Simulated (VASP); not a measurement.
# CsCaC2O6 in VASP: single point with r2SCAN

Aim: the single point of CsCaC2O6 with r2SCAN.

Everything below comes from runs of VASP 6.6.1. Logs are shortened: lines on timing, memory, paths and dates and some standing lists are left out, and cuts for length are marked.

### Step 1. The cell of the first run

The cell holds a disordered packing, 10 atoms: a = 5.867 Å, b = 4.881 Å, c = 5.127 Å, α = 87.06°, β = 97.53°, γ = 93.62°.

### Step 2. Single point, r2SCAN

File POSCAR:

```
CsCaC2O6
1.0
    5.8569890000     -0.3074480000     -0.1598610000
   -0.0715810000      4.8403870000     -0.6225260000
   -0.4887270000      0.9041660000      5.0232030000
Ca Cs C O
1 1 2 6
Direct
    0.5000760000      0.5700050000      0.6422230000
    0.4188080000      0.0657790000      0.1305130000
    0.8488380000      0.8855210000      0.5649050000
    0.7204290000      0.5845510000      0.2380730000
    0.0176650000      0.6330640000      0.4135430000
    0.9995070000      0.7011030000      0.0586430000
    0.9489510000      0.5518510000      0.7408770000
    0.0227780000      0.2805200000      0.3333690000
    0.8588780000      0.3657120000      0.0241990000
    0.0823830000      0.1440520000      0.6621370000
```

File INCAR.step1:

```
ALGO = Normal
EDIFF = 1E-5
ENCUT = 580
GGA = PE
GGA_COMPAT = False
ISMEAR = -1
LASPH = True
LCHARG = False
LREAL = False
LWAVE = True
NBANDS = 42
NELM = 120
PREC = Accurate
SIGMA = 0.1
```

File INCAR.step2:

```
ALGO = Normal
EDIFF = 1E-6
ENCUT = 580
GGA_COMPAT = False
ISIF = 2
ISMEAR = -1
ISTART = 1
LASPH = True
LCHARG = False
LMIXTAU = True
LREAL = False
LWAVE = False
METAGGA = R2SCAN
NBANDS = 42
NELM = 120
PREC = Accurate
SIGMA = 0.1
```

File KPOINTS:

```
Automatic mesh
0
Gamma
  3 4 4
  0 0 0.5
```

Potentials or basis: VASP PAW PBE potentials, release 64 (Ca_sv, Cs_sv, C, O).

Started as:

```sh
$ cat potpaw_PBE.64/Ca_sv/POTCAR potpaw_PBE.64/Cs_sv/POTCAR potpaw_PBE.64/C/POTCAR potpaw_PBE.64/O/POTCAR > POTCAR
$ cp INCAR.step1 INCAR
$ mpirun -np 1 vasp_std > vasp.out
$ cp INCAR.step2 INCAR
$ mpirun -np 1 vasp_std > vasp.out
```

OUTCAR:

```text
EDIFF = 1E-6
   ENCUT = 580
   ISIF = 2
   ISMEAR = -1
   ISTART = 1
   LASPH = True
   LREAL = False
   METAGGA = R2SCAN
   NELM = 120
   PREC = Accurate

 ion  position               nearest neighbor table
   1  0.500  0.570  0.642-   3 2.54   4 2.58
   2  0.419  0.066  0.131-
   3  0.849  0.886  0.565-  10 1.84   5 1.89   7 1.91   1 2.54
   4  0.720  0.585  0.238-   5 1.86   9 1.86   6 2.02   1 2.58
   5  0.018  0.633  0.414-   8 1.79   7 1.80   6 1.82   4 1.86   3 1.89
   6  1.000  0.701  0.059-   9 1.79   7 1.80   5 1.82   4 2.02
   7  0.949  0.552  0.741-   9 1.79   5 1.80   6 1.80   3 1.91
   8  0.023  0.281  0.333-  10 1.78   9 1.79   5 1.79
   9  0.859  0.366  0.024-   8 1.79   6 1.79   7 1.79   4 1.86
  10  0.082  0.144  0.662-   8 1.78   3 1.84

  LATTYP: Found a triclinic cell.
 ALAT       =     5.1272739946
 B/A-ratio  =     1.3447844103
 C/A-ratio  =     1.6958153704
 COS(alpha) =     0.0055271090
 COS(beta)  =     0.5300418438
 COS(gamma) =     0.7072822144

  Lattice vectors:

 A1 = (  -0.4887270000,   0.9041660000,   5.0232030000)
 A2 = (  -0.4171460000,  -3.9362210000,   5.6457290000)
 A3 = (   5.2966810000,   5.4371050000,   4.2408160000)

Analysis of symmetry for initial positions (statically):
=====================================================================
 Subroutine PRICEL returns:
 Original cell was already a primitive cell.

 Routine SETGRP: Setting up the symmetry group for a
 triclinic supercell.

 Subroutine GETGRP returns: Found  1 space group operations
 (whereof  1 operations were pure point group operations)
 out of a pool of  2 trial point group operations.

The static configuration has the point symmetry C_1 .

Analysis of symmetry for dynamics (positions and initial velocities):
=====================================================================
 Subroutine PRICEL returns:
 Original cell was already a primitive cell.

 Routine SETGRP: Setting up the symmetry group for a
 triclinic supercell.

 Subroutine GETGRP returns: Found  1 space group operations
 (whereof  1 operations were pure point group operations)
 out of a pool of  2 trial point group operations.

The dynamic configuration has the point symmetry C_1 .

 Subroutine INISYM returns: Found  1 space group operations
 (whereof  1 operations are pure point group operations),
 and found     1 'primitive' translations

----------------------------------------------------------------------------------------

                                     Primitive cell

  volume of cell :     145.1331

  direct lattice vectors                    reciprocal lattice vectors
     5.856989000 -0.307448000 -0.159861000     0.171408997  0.004573811  0.015853773
    -0.071581000  4.840387000 -0.622526000     0.009645168  0.202178022 -0.035453204
    -0.488727000  0.904166000  5.023203000     0.006650335  0.025201500  0.195186987

  length of vectors
     5.867231030  4.880779525  5.127273995     0.172201353  0.205489444  0.196919533

  position of ions in fractional coordinates (direct lattice)
     0.500076000  0.570005000  0.642223000
     0.418808000  0.065779000  0.130513000
     0.848838000  0.885521000  0.564905000
     0.720429000  0.584551000  0.238073000
     0.017665000  0.633064000  0.413543000
     0.999507000  0.701103000  0.058643000
     0.948951000  0.551851000  0.740877000
     0.022778000  0.280520000  0.333369000
     0.858878000  0.365712000  0.024199000
     0.082383000  0.144052000  0.662137000

  ion indices of the primitive-cell ions
   primitive index   ion index
                 1           1
                 2           2
                 3           3
                 4           4
                 5           5
                 6           6
                 7           7
                 8           8
                 9           9
                10          10

----------------------------------------------------------------------------------------

 KPOINTS: Automatic mesh

Automatic generation of k-mesh.
 Grid dimensions read from file:
 generate k-points for:    3    4    4

 Generating k-lattice:

  Cartesian coordinates                     Fractional coordinates (reciprocal lattice)
     0.057136332  0.001524604  0.005284591     0.333333333 -0.000000000 -0.000000000
     0.002411292  0.050544506 -0.008863301    -0.000000000  0.250000000  0.000000000
     0.001662584  0.006300375  0.048796747     0.000000000  0.000000000  0.250000000

  Length of vectors
     0.057400451  0.051372361  0.049229883

  Shift w.r.t. Gamma in fractional coordinates (k-lattice)
     0.000000000  0.000000000  0.500000000

 Subroutine IBZKPT returns following result:
 ===========================================

 Found     24 irreducible k-points:

 Following reciprocal coordinates:
            Coordinates               Weight
  0.000000 -0.000000  0.125000      2.000000
  0.333333 -0.000000  0.125000      2.000000
 -0.333333 -0.000000  0.125000      2.000000
  0.000000  0.250000  0.125000      2.000000
  0.333333  0.250000  0.125000      2.000000
 -0.333333  0.250000  0.125000      2.000000
[... 16 lines left out ...]
  0.333333 -0.250000  0.375000      2.000000
 -0.333333 -0.250000  0.375000      2.000000
   k-points           NKPTS =     24   k-points in BZ     NKDIM =     24   number of bands    NBANDS=     42
   number of dos      NEDOS =    301   number of ions     NIONS =     10
   total plane-waves  NPLWV =  76800
   dimension x,y,z NGX =    48 NGY =   40 NGZ =   40
   dimension x,y,z NGXF=    96 NGYF=   80 NGZF=   80
   ions per type =               1   1   2   6
   NGX,Y,Z   is equivalent  to a cutoff of  13.60, 13.62, 12.97 a.u.
   NGXF,Y,Z  is equivalent  to a cutoff of  27.20, 27.25, 25.94 a.u.
 SYSTEM =  unknown system
   PREC   = accura    normal or accurate (medium, high low for compatibility)
   ISTART =      1    job   : 0-new  1-cont  2-samecut
   ICHARG =      0    charge: 1-file 2-atom 10-const
   ISPIN  =      1    spin polarized calculation?
   LNONCOLLINEAR =      F non collinear calculations
   LSORBIT =      F    spin-orbit coupling
   LASPH  =      T    aspherical Exc in radial PAW
   ENCUT  =  580.0 eV  42.63 Ry    6.53 a.u.  11.52  9.58 10.07*2*pi/ulx,y,z
   NELM   =    120;   NELMIN=  2; NELMDL=  0     # of ELM steps
   EDIFF  = 0.1E-05   stopping-criterion for ELM
   LREAL  =      F    real-space projection
   EDIFFG = 0.1E-04   stopping-criterion for IOM
   NSW    =      0    number of steps for IOM
   IBRION =     -1    ionic relax: 0-MD 1-quasi-New 2-CG
   NFREE  =      0    steps in history (QN), initial steepest desc. (CG)
   ISIF   =      2    stress and relaxation
   ISYM   =      2    0-nonsym 1-usesym 2-fastsym
   POTIM  = 0.5000    time-step for ionic-motion
   TEBEG  =    0.0;   TEEND  =   0.0 temperature during run
   PSTRESS=    0.0 pullay stress
   NELECT =      63.0000    total number of electrons
   NUPDOWN=      -1.0000    fix difference up-down
   EMIN   =  10.00;   EMAX   =-10.00  energy-range for DOS
   EFERMI =   0.00;   METHOD = LEGACY
   ISMEAR =    -1;   SIGMA  =   0.10  broadening in eV -4-tet -1-fermi 0-gaus
   EFERMI_NEDOS =   21; number of points for ismear=-14 and -15
   IALGO  =     38    algorithm
   IMIX   =      4    mixing-type and parameters
     AMIX     =   0.40;   BMIX     =  1.00
     AMIX_MAG =   1.60;   BMIX_MAG =  1.00
  volume/ion in A,a.u.               =      14.51        97.94
  Fermi-wavevector in a.u.,A,eV,Ry     =   1.239556  2.342422 20.905346  1.536500
  Thomas-Fermi vector in A             =   2.374034
   LORBIT       =      0    0 simple, 1 ext, 2 COOP (PROOUT), +10 PAW based schemes
   METAGGA = R2SCAN    functional components
   LHFCALC =     F    Hartree Fock is set to
   AEXX    =    0.0000 exact exchange contribution
   IVDW    =     0    specifies the selected vdW correction
   LEPSILON=     F    determine dielectric tensor
   LRPA    =     F    only Hartree local field effects (RPA)
 non-spin polarized calculation
  energy-cutoff  :      580.00
  volume of cell :      145.13
 maximum number of plane-waves:      4621
 NGX is ok and might be reduce to    48
   NGX = 23   NGY = 19   NGZ = 21

 number of electron      63.0000002 magnetization

 Free energy of the ion-electron system (eV)
  ---------------------------------------------------
  ext. energy  EPLUGINS =         0.00000000
  ---------------------------------------------------
  free energy    TOTEN  =       -74.34612257 eV

  energy without entropy =      -74.14045340  energy(sigma->0) =      -74.24328799

 E-fermi :   3.1153     XC(G=0): -10.1669

 val. band max:        3.1132058052   @ k =   0.0000  -0.0000   0.1250
 cond. band min:       3.1245498293   @ k =   0.3333   0.2500   0.3750
 fundamental gap:      0.0113440241
 Fermi energy:         3.1152891584

 k-point     1 :       0.0000   -0.0000    0.1250
  band No.  band energies     occupation
      1     -41.2658      2.00000
      2     -21.4902      2.00000
      3     -21.4073      2.00000
      4     -21.3190      2.00000
      5     -20.8538      2.00000
      6     -19.6597      2.00000
[... 34 lines left out ...]
     41       6.3321      0.00000
     42       6.6075      0.00000

 k-point     2 :       0.3333   -0.0000    0.1250
  band No.  band energies     occupation
      1     -41.2657      2.00000
      2     -21.4929      2.00000
      3     -21.4113      2.00000
      4     -21.3905      2.00000
      5     -20.7358      2.00000
      6     -19.6942      2.00000
[... 979 lines left out ...]
     41       6.2004      0.00000
     42       6.2974      0.00000

 k-point    24 :      -0.3333   -0.2500    0.3750
  band No.  band energies     occupation
      1     -41.2656      2.00000
      2     -21.4980      2.00000
      3     -21.4130      2.00000
      4     -21.3267      2.00000
      5     -20.3481      2.00000
      6     -19.6820      2.00000
[... 34 lines left out ...]
     41       6.1460      0.00000
     42       6.3930      0.00000

------------------------ aborting loop because EDIFF is reached ----------------------------------------

  FORCE on cell =-STRESS in cart. coord.  units (eV):
  Direction    XX          YY          ZZ          XY          YZ          ZX
  --------------------------------------------------------------------------------------
  -------------------------------------------------------------------------------------
  Total      -18.0237927      8.4364528     10.1070796     -2.0493245     -3.0358801     -3.1958898
  in kB     -198.9712800     93.1331069    111.5757713    -22.6232473    -33.5141971    -35.2806039
  external PRESSURE =       1.9125327 kB  Pullay stress =       0.0000000 kB

 VOLUME and BASIS-vectors are now :
 -----------------------------------------------------------------------------
  energy-cutoff  :      580.00
  volume of cell :      145.13
      direct lattice vectors                 reciprocal lattice vectors
     5.856989000 -0.307448000 -0.159861000     0.171408997  0.004573811  0.015853773
    -0.071581000  4.840387000 -0.622526000     0.009645168  0.202178022 -0.035453204
    -0.488727000  0.904166000  5.023203000     0.006650335  0.025201500  0.195186987

 POSITION                                       TOTAL-FORCE (eV/Angst)
 -----------------------------------------------------------------------------------
      2.57427      3.18597      2.79123         0.456905     -0.306594      0.345681
      2.38446      0.30764      0.54769        -0.728654      0.204268     -0.046050
      4.63216      4.53606      2.15068         4.209131      0.516510      1.231131
      4.06135      2.82322      0.71682         3.220766     -0.828365     -1.381187
     -0.14396      3.43276      1.68039        -2.682483      3.658757     -0.321268
      5.77526      3.13934     -0.30166         0.415617      2.624297     -0.546453
      5.15641      3.04930      3.22633        -0.824296      2.938403     -1.808451
     -0.04960      1.65224      1.49631         1.029807     -4.464390      1.316651
      4.99243      1.52801     -0.24341        -3.472515     -0.893286      2.499949
      0.14860      1.27062      3.22320        -1.624279     -3.449600     -1.290002
 -----------------------------------------------------------------------------------
    total drift:                               -0.001589      0.000647     -0.001674

  FREE ENERGIE OF THE ION-ELECTRON SYSTEM (eV)
  ---------------------------------------------------
  free  energy   TOTEN  =       -74.3461225671 eV

  energy  without entropy=      -74.1404534030  energy(sigma->0) =      -74.24328799
```

Wall time 9.9 min (1 thread of AMD EPYC 7R13 (Zen 3), shared host); peak memory 0.36 GiB.

Results:

```yaml
Free_energy: -74.3461 eV
Pressure: 0.2 GPa
Largest_force: 4.767 eV/Å
Band_gap_on_the_k_mesh: zero (an odd number of electrons rules out a gap without spin polarisation)
```

Forces on the atoms (eV/Å):
```
Ca   0.457 -0.307  0.346
Cs  -0.729  0.204 -0.046
C    4.209  0.517  1.231
C    3.221 -0.828 -1.381
O   -2.682  3.659 -0.321
O    0.416  2.624 -0.546
O   -0.824  2.938 -1.808
O    1.030 -4.464  1.317
O   -3.473 -0.893  2.500
O   -1.624 -3.450 -1.290
```

Stress tensor (GPa, compression positive):
```
-19.90  -2.26  -3.53
 -2.26   9.31  -3.35
 -3.53  -3.35  11.16
```

Caveat: the k points lie up to 0.36 Å⁻¹ apart, too coarse for converged energies and pressures of a metal; the PAW data sets were made with another functional, which shifts forces and pressure a little; spin-orbit coupling is left out, which moves the levels of the heavy elements; an odd number of electrons without spin polarisation forces a metal; a magnetic or distorted state may lie lower.
